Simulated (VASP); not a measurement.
# KBr (Fm-3m) in VASP: a series of runs, part 2 of 2

VASP 6.6.1. Earlier steps stand in the parts before.

**3. Single point, r2SCAN (strain +3.0%)**

File POSCAR:

```
KBr
1.0
    0.0000000000      3.4008513556      3.4008513556
    3.4008513556      0.0000000000      3.4008513556
    3.4008513556      3.4008513556      0.0000000000
K Br
1 1
Direct
    0.0000000000      0.0000000000      0.0000000000
    0.5000000000      0.5000000000      0.5000000000
```

File INCAR.step1:

```
PREC = Accurate
ENCUT = 520
ISMEAR = 0
SIGMA = 0.01
LREAL = F
LASPH = T
NELM = 80
NBANDS = 15
GGA = PE
ALGO = Normal
EDIFF = 1E-4
LWAVE = T
LCHARG = F
```

File INCAR.step2:

```
PREC = Accurate
ENCUT = 520
EDIFF = 1E-6
ISMEAR = 0
SIGMA = 0.01
LREAL = F
LASPH = T
NELM = 80
ALGO = Normal
ISIF = 2
LWAVE = F
LCHARG = T
METAGGA = R2SCAN
LMIXTAU = T
LELF = T
LVHAR = T
NBANDS = 15
ISTART = 1
```

File KPOINTS:

```
Automatic mesh
0
Gamma
  6 6 6
```

Potentials or basis: VASP PAW PBE potentials, release 64 (K_sv, Br).

Started as:

```sh
$ cat potpaw_PBE.64/K_sv/POTCAR potpaw_PBE.64/Br/POTCAR > POTCAR
$ cp INCAR.step1 INCAR
$ mpirun -np 1 vasp_std > vasp.out
$ cp INCAR.step2 INCAR
$ mpirun -np 1 vasp_std > vasp.out
```

OUTCAR:

```text
PREC = Accurate
   ENCUT = 520
   EDIFF = 1E-6
   ISMEAR = 0
   LREAL = F
   LASPH = T
   NELM = 80
   ISIF = 2
   METAGGA = R2SCAN
   ISTART = 1

 ion  position               nearest neighbor table
   1  0.000  0.000  0.000-
   2  0.500  0.500  0.500-

  LATTYP: Found a face centered cubic cell.
 ALAT       =     6.8017027112

  Lattice vectors:

 A1 = (   0.0000000000,   3.4008513556,   3.4008513556)
 A2 = (   3.4008513556,   0.0000000000,   3.4008513556)
 A3 = (   3.4008513556,   3.4008513556,   0.0000000000)

Analysis of symmetry for initial positions (statically):
=====================================================================
 Subroutine PRICEL returns:
 Original cell was already a primitive cell.

 Routine SETGRP: Setting up the symmetry group for a
 face centered cubic supercell.

 Subroutine GETGRP returns: Found 48 space group operations
 (whereof 48 operations were pure point group operations)
 out of a pool of 48 trial point group operations.

The static configuration has the point symmetry O_h .

Analysis of symmetry for dynamics (positions and initial velocities):
=====================================================================
 Subroutine PRICEL returns:
 Original cell was already a primitive cell.

 Routine SETGRP: Setting up the symmetry group for a
 face centered cubic supercell.

 Subroutine GETGRP returns: Found 48 space group operations
 (whereof 48 operations were pure point group operations)
 out of a pool of 48 trial point group operations.

The dynamic configuration has the point symmetry O_h .

 Subroutine INISYM returns: Found 48 space group operations
 (whereof 48 operations are pure point group operations),
 and found     1 'primitive' translations

----------------------------------------------------------------------------------------

                                     Primitive cell

  volume of cell :      78.6671

  direct lattice vectors                    reciprocal lattice vectors
     0.000000000  3.400851356  3.400851356    -0.147022009  0.147022009  0.147022009
     3.400851356  0.000000000  3.400851356     0.147022009 -0.147022009  0.147022009
     3.400851356  3.400851356  0.000000000     0.147022009  0.147022009 -0.147022009

  length of vectors
     4.809530111  4.809530111  4.809530111     0.254649590  0.254649590  0.254649590

  position of ions in fractional coordinates (direct lattice)
     0.000000000  0.000000000  0.000000000
     0.500000000  0.500000000  0.500000000

  ion indices of the primitive-cell ions
   primitive index   ion index
                 1           1
                 2           2

----------------------------------------------------------------------------------------

 KPOINTS: Automatic mesh

Automatic generation of k-mesh.
 Grid dimensions read from file:
 generate k-points for:    6    6    6

 Generating k-lattice:

  Cartesian coordinates                     Fractional coordinates (reciprocal lattice)
    -0.024503668  0.024503668  0.024503668     0.166666667  0.000000000  0.000000000
     0.024503668 -0.024503668  0.024503668     0.000000000  0.166666667  0.000000000
     0.024503668  0.024503668 -0.024503668     0.000000000  0.000000000  0.166666667

  Length of vectors
     0.042441598  0.042441598  0.042441598

  Shift w.r.t. Gamma in fractional coordinates (k-lattice)
     0.000000000  0.000000000  0.000000000

 Subroutine IBZKPT returns following result:
 ===========================================

 Found     16 irreducible k-points:

 Following reciprocal coordinates:
            Coordinates               Weight
  0.000000  0.000000  0.000000      1.000000
  0.166667  0.000000  0.000000      8.000000
  0.333333  0.000000  0.000000      8.000000
  0.500000  0.000000  0.000000      4.000000
  0.166667  0.166667  0.000000      6.000000
  0.333333  0.166667  0.000000     24.000000
[... 8 lines left out ...]
 -0.333333  0.333333  0.166667     24.000000
 -0.333333  0.500000  0.166667     12.000000
   k-points           NKPTS =     16   k-points in BZ     NKDIM =     16   number of bands    NBANDS=     15
   number of dos      NEDOS =    301   number of ions     NIONS =      2
   total plane-waves  NPLWV =  46656
   dimension x,y,z NGX =    36 NGY =   36 NGZ =   36
   dimension x,y,z NGXF=    72 NGYF=   72 NGZF=   72
   ions per type =               1   1
   NGX,Y,Z   is equivalent  to a cutoff of  12.44, 12.44, 12.44 a.u.
   NGXF,Y,Z  is equivalent  to a cutoff of  24.89, 24.89, 24.89 a.u.
 SYSTEM =  unknown system
   PREC   = accura    normal or accurate (medium, high low for compatibility)
   ISTART =      1    job   : 0-new  1-cont  2-samecut
   ICHARG =      0    charge: 1-file 2-atom 10-const
   ISPIN  =      1    spin polarized calculation?
   LNONCOLLINEAR =      F non collinear calculations
   LSORBIT =      F    spin-orbit coupling
   LASPH  =      T    aspherical Exc in radial PAW
   ENCUT  =  520.0 eV  38.22 Ry    6.18 a.u.   8.94  8.94  8.94*2*pi/ulx,y,z
   NELM   =     80;   NELMIN=  2; NELMDL=  0     # of ELM steps
   EDIFF  = 0.1E-05   stopping-criterion for ELM
   LREAL  =      F    real-space projection
   EDIFFG = 0.1E-04   stopping-criterion for IOM
   NSW    =      0    number of steps for IOM
   IBRION =     -1    ionic relax: 0-MD 1-quasi-New 2-CG
   NFREE  =      0    steps in history (QN), initial steepest desc. (CG)
   ISIF   =      2    stress and relaxation
   ISYM   =      2    0-nonsym 1-usesym 2-fastsym
   POTIM  = 0.5000    time-step for ionic-motion
   TEBEG  =    0.0;   TEEND  =   0.0 temperature during run
   PSTRESS=    0.0 pullay stress
   NELECT =      16.0000    total number of electrons
   NUPDOWN=      -1.0000    fix difference up-down
   EMIN   =  10.00;   EMAX   =-10.00  energy-range for DOS
   EFERMI =   0.00;   METHOD = LEGACY
   ISMEAR =     0;   SIGMA  =   0.01  broadening in eV -4-tet -1-fermi 0-gaus
   EFERMI_NEDOS =   21; number of points for ismear=-14 and -15
   IALGO  =     38    algorithm
   IMIX   =      4    mixing-type and parameters
     AMIX     =   0.40;   BMIX     =  1.00
     AMIX_MAG =   1.60;   BMIX_MAG =  1.00
  volume/ion in A,a.u.               =      39.33       265.44
  Fermi-wavevector in a.u.,A,eV,Ry     =   0.962758  1.819349 12.611283  0.926903
  Thomas-Fermi vector in A             =   2.092245
   LORBIT       =      0    0 simple, 1 ext, 2 COOP (PROOUT), +10 PAW based schemes
   METAGGA = R2SCAN    functional components
   LHFCALC =     F    Hartree Fock is set to
   AEXX    =    0.0000 exact exchange contribution
   IVDW    =     0    specifies the selected vdW correction
   LEPSILON=     F    determine dielectric tensor
   LRPA    =     F    only Hartree local field effects (RPA)
 non-spin polarized calculation
 Gauss-broadening in eV      SIGMA  =   0.01
  energy-cutoff  :      520.00
  volume of cell :       78.67
 maximum number of plane-waves:      2138
   NGX = 17   NGY = 17   NGZ = 17

 number of electron      16.0000004 magnetization

 Free energy of the ion-electron system (eV)
  ---------------------------------------------------
  ext. energy  EPLUGINS =         0.00000000
  ---------------------------------------------------
  free energy    TOTEN  =       -23.22488739 eV

  energy without entropy =      -23.22488739  energy(sigma->0) =      -23.22488739

 E-fermi :  -2.3321     XC(G=0):  -7.3634

 val. band max:       -2.4781525471   @ k =   0.0000   0.0000   0.0000
 cond. band min:       2.3586216108   @ k =   0.0000   0.0000   0.0000
 fundamental gap:      4.8367741580
 Fermi energy:        -2.3320937346

 k-point     1 :       0.0000    0.0000    0.0000
  band No.  band energies     occupation
      1     -31.5670      2.00000
      2     -15.1034      2.00000
      3     -14.2652      2.00000
      4     -14.2652      2.00000
      5     -14.2652      2.00000
      6      -2.4782      2.00000
      7      -2.4782      2.00000
      8      -2.4782      2.00000
      9       2.3586      0.00000
     10       5.7340      0.00000
     11       5.7340      0.00000
     12       5.7340      0.00000
     13       6.6585      0.00000
     14       6.6585      0.00000
[... 257 lines left out ...]
      2     -15.0871      2.00000
      3     -14.3158      2.00000
      4     -14.2980      2.00000
      5     -14.2084      2.00000
      6      -3.1078      2.00000
      7      -2.8746      2.00000
      8      -2.8746      2.00000
      9       4.6278      0.00000
     10       5.9223      0.00000
     11       6.1509      0.00000
     12       7.2687      0.00000
     13       8.1271      0.00000
     14       8.8107      0.00000
     15       9.1955      0.00000

------------------------ aborting loop because EDIFF is reached ----------------------------------------

  FORCE on cell =-STRESS in cart. coord.  units (eV):
  Direction    XX          YY          ZZ          XY          YZ          ZX
  --------------------------------------------------------------------------------------
  -------------------------------------------------------------------------------------
  Total       -0.5498059     -0.5498059     -0.5498059      0.0000000      0.0000000      0.0000000
  in kB      -11.1976546    -11.1976546    -11.1976546      0.0000000      0.0000000      0.0000000
  external PRESSURE =     -11.1976546 kB  Pullay stress =       0.0000000 kB

 VOLUME and BASIS-vectors are now :
 -----------------------------------------------------------------------------
  energy-cutoff  :      520.00
  volume of cell :       78.67
      direct lattice vectors                 reciprocal lattice vectors
     0.000000000  3.400851356  3.400851356    -0.147022009  0.147022009  0.147022009
     3.400851356  0.000000000  3.400851356     0.147022009 -0.147022009  0.147022009
     3.400851356  3.400851356  0.000000000     0.147022009  0.147022009 -0.147022009

 POSITION                                       TOTAL-FORCE (eV/Angst)
 -----------------------------------------------------------------------------------
      0.00000      0.00000      0.00000         0.000000      0.000000      0.000000
      3.40085      3.40085      3.40085        -0.000000     -0.000000     -0.000000
 -----------------------------------------------------------------------------------
    total drift:                                0.000000      0.000000      0.000000

  FREE ENERGIE OF THE ION-ELECTRON SYSTEM (eV)
  ---------------------------------------------------
  free  energy   TOTEN  =       -23.2248873898 eV

  energy  without entropy=      -23.2248873898  energy(sigma->0) =      -23.22488739
```

OUTCAR.step1:

```text
PREC = Accurate
   ENCUT = 520
   ISMEAR = 0
   LREAL = F
   LASPH = T
[... 497 lines left out ...]
 -----------------------------------------------------------------------------------
      0.00000      0.00000      0.00000        -0.000000      0.000000     -0.000000
      3.40085      3.40085      3.40085         0.000000     -0.000000      0.000000
 -----------------------------------------------------------------------------------
    total drift:                                0.000000      0.000000      0.000000

  FREE ENERGIE OF THE ION-ELECTRON SYSTEM (eV)
  ---------------------------------------------------
  free  energy   TOTEN  =        -6.2188382741 eV

  energy  without entropy=       -6.2188382741  energy(sigma->0) =       -6.21883827
```

Run time: 1.7 min. Hardware: 1 thread of Intel Xeon Platinum 8259CL at 2.50GHz (Skylake/Cascade Lake), shared host; peak memory 0.21 GiB.

What came out:

| Item | Value |
| --- | --- |
| Free energy | -23.2249 eV |
| Pressure | -1.1 GPa |
| Band gap on the k mesh | 4.84 eV |

Caveat: the cell differs from its parent crystal (strain +3.0%); the PAW data sets were made with another functional, which shifts forces and pressure a little.
